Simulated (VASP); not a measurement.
# Al3BP4 (P-4m2) in VASP: notebook

Runs on Al3BP4. Level: PBE. Tasks: single point, relaxation of cell and atoms.

All numbers are computed with VASP 6.6.1; they aren't measurements. Logs are shortened: lines on timing, memory, paths and dates and some standing lists are left out, and cuts for length are marked.

## 1. The cell of the first run

It takes space group P-4m2 (No. 115, tetragonal). Conventional cell: a = 3.688 Å, b = 3.688 Å, c = 10.817 Å, α = 90.00°, β = 90.00°, γ = 90.00°. Al (site symmetry 2mm) has 4 P at 2.34 to 2.36 Å within 3.1 Å. Within 3.1 Å of Al (site symmetry -4m2) lie 4 P at 2.34 Å. Within 2.8 Å of B (site symmetry -4m2) lie 4 P at 2.13 Å. P (site symmetry 2mm) has 2 B at 2.13 Å and 2 Al at 2.36 Å within 2.8 Å. Within 3.1 Å of P (site symmetry 2mm) lie 4 Al at 2.34 Å.

## 2. Single point, PBE

INCAR reads:

```
PREC = Accurate
ENCUT = 520
EDIFF = 1E-6
ISMEAR = 0
SIGMA = 0.2
LREAL = False
LASPH = True
NELM = 60
ALGO = Normal
ISIF = 2
LWAVE = False
LCHARG = True
GGA = PE
LELF = True
LVHAR = True
NBANDS = 26
```

KPOINTS reads:

```
regular mesh
0
Gamma
  5 5 2
```

POSCAR reads:

```
Al3BP4
1.0
    3.6877725614      0.0000000000      0.0000000000
    0.0000000000      3.6877725614      0.0000000000
    0.0000000000      0.0000000000     10.8165269260
Al B P
3 1 4
Direct
    0.5000000000      0.5000000000      0.7661502057
    0.0000000000      0.0000000000      0.5000000000
    0.5000000000      0.5000000000      0.2338497943
    0.0000000000      0.0000000000      0.0000000000
    0.0000000000      0.5000000000      0.0983874301
    0.5000000000      0.0000000000      0.9016125699
    0.0000000000      0.5000000000      0.6332046136
    0.5000000000      0.0000000000      0.3667953864
```

Potentials or basis: VASP PAW PBE potentials, release 64 (Al, B, P).

On the command line:

```sh
$ cat potpaw_PBE.64/Al/POTCAR potpaw_PBE.64/B/POTCAR potpaw_PBE.64/P/POTCAR > POTCAR
$ mpirun -np 1 vasp_std > vasp.out
```

OUTCAR:

```text
PREC = Accurate
   ENCUT = 520
   EDIFF = 1E-6
   ISMEAR = 0
   LREAL = False
   LASPH = True
   NELM = 60
   ISIF = 2
   GGA = PE

 ion  position               nearest neighbor table
   1  0.500  0.500  0.766-   7 2.34   7 2.34   6 2.36   6 2.36
   2  0.000  0.000  0.500-   7 2.34   8 2.34   7 2.34   8 2.34
   3  0.500  0.500  0.234-   8 2.34   8 2.34   5 2.36   5 2.36
   4  0.000  0.000  0.000-   5 2.13   6 2.13   5 2.13   6 2.13
   5  0.000  0.500  0.098-   4 2.13   4 2.13   3 2.36   3 2.36
   6  0.500  0.000  0.902-   4 2.13   4 2.13   1 2.36   1 2.36
   7  0.000  0.500  0.633-   1 2.34   1 2.34   2 2.34   2 2.34
   8  0.500  0.000  0.367-   3 2.34   3 2.34   2 2.34   2 2.34

  LATTYP: Found a simple tetragonal cell.
 ALAT       =     3.6877725614
 C/A-ratio  =     2.9330786392

  Lattice vectors:

 A1 = (   3.6877725614,   0.0000000000,   0.0000000000)
 A2 = (   0.0000000000,   3.6877725614,   0.0000000000)
 A3 = (   0.0000000000,   0.0000000000,  10.8165269260)

Analysis of symmetry for initial positions (statically):
=====================================================================
 Subroutine PRICEL returns:
 Original cell was already a primitive cell.

 Routine SETGRP: Setting up the symmetry group for a
 simple tetragonal supercell.

 Subroutine GETGRP returns: Found  8 space group operations
 (whereof  8 operations were pure point group operations)
 out of a pool of 16 trial point group operations.

The static configuration has the point symmetry D_2d.

Analysis of symmetry for dynamics (positions and initial velocities):
=====================================================================
 Subroutine PRICEL returns:
 Original cell was already a primitive cell.

 Routine SETGRP: Setting up the symmetry group for a
 simple tetragonal supercell.

 Subroutine GETGRP returns: Found  8 space group operations
 (whereof  8 operations were pure point group operations)
 out of a pool of 16 trial point group operations.

The dynamic configuration has the point symmetry D_2d.

 Subroutine INISYM returns: Found  8 space group operations
 (whereof  8 operations are pure point group operations),
 and found     1 'primitive' translations

----------------------------------------------------------------------------------------

                                     Primitive cell

  volume of cell :     147.1012

  direct lattice vectors                    reciprocal lattice vectors
     3.687772561  0.000000000  0.000000000     0.271166397  0.000000000  0.000000000
     0.000000000  3.687772561  0.000000000     0.000000000  0.271166397  0.000000000
     0.000000000  0.000000000 10.816526926     0.000000000  0.000000000  0.092451117

  length of vectors
     3.687772561  3.687772561 10.816526926     0.271166397  0.271166397  0.092451117

  position of ions in fractional coordinates (direct lattice)
     0.500000000  0.500000000  0.766150206
     0.000000000  0.000000000  0.500000000
     0.500000000  0.500000000  0.233849794
     0.000000000  0.000000000  0.000000000
     0.000000000  0.500000000  0.098387430
     0.500000000  0.000000000  0.901612570
     0.000000000  0.500000000  0.633204614
     0.500000000  0.000000000  0.366795386

  ion indices of the primitive-cell ions
   primitive index   ion index
                 1           1
                 2           2
                 3           3
                 4           4
                 5           5
                 6           6
                 7           7
                 8           8

----------------------------------------------------------------------------------------

 KPOINTS: regular mesh

Automatic generation of k-mesh.
 Grid dimensions read from file:
 generate k-points for:    5    5    2

 Generating k-lattice:

  Cartesian coordinates                     Fractional coordinates (reciprocal lattice)
     0.054233279  0.000000000  0.000000000     0.200000000  0.000000000  0.000000000
     0.000000000  0.054233279  0.000000000     0.000000000  0.200000000  0.000000000
     0.000000000  0.000000000  0.046225559     0.000000000  0.000000000  0.500000000

  Length of vectors
     0.054233279  0.054233279  0.046225559

  Shift w.r.t. Gamma in fractional coordinates (k-lattice)
     0.000000000  0.000000000  0.000000000

 Subroutine IBZKPT returns following result:
 ===========================================

 Found     12 irreducible k-points:

 Following reciprocal coordinates:
            Coordinates               Weight
  0.000000  0.000000  0.000000      1.000000
  0.200000  0.000000  0.000000      4.000000
  0.400000  0.000000  0.000000      4.000000
  0.200000  0.200000  0.000000      4.000000
  0.400000  0.200000  0.000000      8.000000
  0.400000  0.400000  0.000000      4.000000
  0.000000  0.000000  0.500000      1.000000
  0.200000  0.000000  0.500000      4.000000
  0.400000  0.000000  0.500000      4.000000
  0.200000  0.200000  0.500000      4.000000
  0.400000  0.200000  0.500000      8.000000
  0.400000  0.400000  0.500000      4.000000
   k-points           NKPTS =     12   k-points in BZ     NKDIM =     12   number of bands    NBANDS=     26
   number of dos      NEDOS =    301   number of ions     NIONS =      8
   total plane-waves  NPLWV =  62720
   dimension x,y,z NGX =    28 NGY =   28 NGZ =   80
   dimension x,y,z NGXF=    56 NGYF=   56 NGZF=  160
   ions per type =               3   1   4
   NGX,Y,Z   is equivalent  to a cutoff of  12.62, 12.62, 12.30 a.u.
   NGXF,Y,Z  is equivalent  to a cutoff of  25.24, 25.24, 24.59 a.u.
 SYSTEM =  unknown system
   PREC   = accura    normal or accurate (medium, high low for compatibility)
   ISTART =      0    job   : 0-new  1-cont  2-samecut
   ICHARG =      2    charge: 1-file 2-atom 10-const
   ISPIN  =      1    spin polarized calculation?
   LNONCOLLINEAR =      F non collinear calculations
   LSORBIT =      F    spin-orbit coupling
   LASPH  =      T    aspherical Exc in radial PAW
   ENCUT  =  520.0 eV  38.22 Ry    6.18 a.u.   6.86  6.86 20.11*2*pi/ulx,y,z
   NELM   =     60;   NELMIN=  2; NELMDL= -5     # of ELM steps
   EDIFF  = 0.1E-05   stopping-criterion for ELM
   LREAL  =      F    real-space projection
   EDIFFG = 0.1E-04   stopping-criterion for IOM
   NSW    =      0    number of steps for IOM
   IBRION =     -1    ionic relax: 0-MD 1-quasi-New 2-CG
   NFREE  =      0    steps in history (QN), initial steepest desc. (CG)
   ISIF   =      2    stress and relaxation
   ISYM   =      2    0-nonsym 1-usesym 2-fastsym
   POTIM  = 0.5000    time-step for ionic-motion
   TEBEG  =    0.0;   TEEND  =   0.0 temperature during run
   PSTRESS=    0.0 pullay stress
   NELECT =      32.0000    total number of electrons
   NUPDOWN=      -1.0000    fix difference up-down
   EMIN   =  10.00;   EMAX   =-10.00  energy-range for DOS
   EFERMI =   0.00;   METHOD = LEGACY
   ISMEAR =     0;   SIGMA  =   0.20  broadening in eV -4-tet -1-fermi 0-gaus
   EFERMI_NEDOS =   21; number of points for ismear=-14 and -15
   IALGO  =     38    algorithm
   IMIX   =      4    mixing-type and parameters
     AMIX     =   0.40;   BMIX     =  1.00
     AMIX_MAG =   1.60;   BMIX_MAG =  1.00
  volume/ion in A,a.u.               =      18.39       124.09
  Fermi-wavevector in a.u.,A,eV,Ry     =   0.984584  1.860594 13.189566  0.969406
  Thomas-Fermi vector in A             =   2.115828
   LORBIT       =      0    0 simple, 1 ext, 2 COOP (PROOUT), +10 PAW based schemes
   GGA     = PE    functional components
   LHFCALC =     F    Hartree Fock is set to
   AEXX    =    0.0000 exact exchange contribution
   IVDW    =     0    specifies the selected vdW correction
   LEPSILON=     F    determine dielectric tensor
   LRPA    =     F    only Hartree local field effects (RPA)
 non-spin polarized calculation
 Gauss-broadening in eV      SIGMA  =   0.20
  energy-cutoff  :      520.00
  volume of cell :      147.10
 maximum number of plane-waves:      3985
 NGX is ok and might be reduce to    28
   NGX = 13   NGY = 13   NGZ = 41

 number of electron      32.0000003 magnetization

 Free energy of the ion-electron system (eV)
  ---------------------------------------------------
  ext. energy  EPLUGINS =         0.00000000
  ---------------------------------------------------
  free energy    TOTEN  =       -42.53769880 eV

  energy without entropy =      -42.53767285  energy(sigma->0) =      -42.53768583

 E-fermi :   5.7386     XC(G=0):  -9.4805

 val. band max:        5.2509671132   @ k =   0.0000   0.0000   0.0000
 cond. band min:       6.2024949943   @ k =   0.0000   0.0000   0.0000
 fundamental gap:      0.9515278811
 Fermi energy:         5.7385583129

 k-point     1 :       0.0000    0.0000    0.0000
  band No.  band energies     occupation
      1      -7.4598      2.00000
      2      -6.3189      2.00000
      3      -5.9061      2.00000
      4      -4.4240      2.00000
      5      -1.0599      2.00000
      6       1.5978      2.00000
[... 18 lines left out ...]
     25       9.2557      0.00000
     26       9.5612      0.00000

 k-point     2 :       0.2000    0.0000    0.0000
  band No.  band energies     occupation
      1      -7.1278      2.00000
      2      -6.0316      2.00000
      3      -5.6522      2.00000
      4      -4.4140      2.00000
      5      -0.8953      2.00000
      6       0.2180      2.00000
[... 18 lines left out ...]
     25      10.2657      0.00000
     26      10.5088      0.00000

 k-point     3 :       0.4000    0.0000    0.0000
  band No.  band energies     occupation
      1      -6.2214      2.00000
      2      -5.3725      2.00000
      3      -5.2095      2.00000
      4      -4.8695      2.00000
      5      -1.3083      2.00000
      6      -0.6877      2.00000
[... 224 lines left out ...]
 k-point    11 :       0.4000    0.2000    0.5000
  band No.  band energies     occupation
      1      -5.8913      2.00000
      2      -5.2328      2.00000
      3      -4.8204      2.00000
      4      -4.6786      2.00000
      5      -1.3193      2.00000
      6      -0.4639      2.00000
[... 18 lines left out ...]
     25      10.8480      0.00000
     26      11.2529      0.00000

 k-point    12 :       0.4000    0.4000    0.5000
  band No.  band energies     occupation
      1      -5.0873      2.00000
      2      -4.6148      2.00000
      3      -4.4646      2.00000
      4      -4.3004      2.00000
      5      -2.0023      2.00000
      6      -0.0904      2.00000
[... 18 lines left out ...]
     25      11.6666      0.00000
     26      11.9327      0.00000

------------------------ aborting loop because EDIFF is reached ----------------------------------------

  FORCE on cell =-STRESS in cart. coord.  units (eV):
  Direction    XX          YY          ZZ          XY          YZ          ZX
  --------------------------------------------------------------------------------------
  -------------------------------------------------------------------------------------
  Total        0.2560190      0.2560190      0.0939513      0.0000000      0.0000000      0.0000000
  in kB        2.7884747      2.7884747      1.0232863      0.0000000      0.0000000      0.0000000
  external PRESSURE =       2.2000786 kB  Pullay stress =       0.0000000 kB

 VOLUME and BASIS-vectors are now :
 -----------------------------------------------------------------------------
  energy-cutoff  :      520.00
  volume of cell :      147.10
      direct lattice vectors                 reciprocal lattice vectors
     3.687772561  0.000000000  0.000000000     0.271166397  0.000000000  0.000000000
     0.000000000  3.687772561  0.000000000     0.000000000  0.271166397  0.000000000
     0.000000000  0.000000000 10.816526926     0.000000000  0.000000000  0.092451117

 POSITION                                       TOTAL-FORCE (eV/Angst)
 -----------------------------------------------------------------------------------
      1.84389      1.84389      8.28708        -0.000000      0.000000      0.026093
      0.00000      0.00000      5.40826        -0.000000      0.000000      0.000000
      1.84389      1.84389      2.52944        -0.000000      0.000000     -0.026093
      0.00000      0.00000      0.00000        -0.000000     -0.000000      0.000000
      0.00000      1.84389      1.06421        -0.000000     -0.000000      0.043611
      1.84389      0.00000      9.75232        -0.000000     -0.000000     -0.043611
      0.00000      1.84389      6.84907        -0.000000     -0.000000      0.000040
      1.84389      0.00000      3.96745         0.000000     -0.000000     -0.000040
 -----------------------------------------------------------------------------------
    total drift:                               -0.000000     -0.000000      0.000000

  FREE ENERGIE OF THE ION-ELECTRON SYSTEM (eV)
  ---------------------------------------------------
  free  energy   TOTEN  =       -42.5376987991 eV

  energy  without entropy=      -42.5376728536  energy(sigma->0) =      -42.53768583
```

It took 25 s on 1 thread of Intel Xeon 6975P-C (Granite Rapids), shared host; peak memory 0.25 GiB.

What came out:

```
Free energy            : -42.5377 eV
Pressure               : 0.2 GPa
Largest force          : 0.044 eV/Å
Band gap on the k mesh : 0.95 eV
```

Forces in eV/Å, atoms in the order of the input:
```
Al   0.000  0.000  0.026
Al   0.000  0.000  0.000
Al   0.000  0.000 -0.026
B    0.000  0.000  0.000
P    0.000  0.000  0.044
P    0.000  0.000 -0.044
P    0.000  0.000  0.000
P    0.000  0.000  0.000
```

Caveat: an odd mesh through Γ misses points on the zone boundary, where band edges can lie.

[end of part 1 of 2]
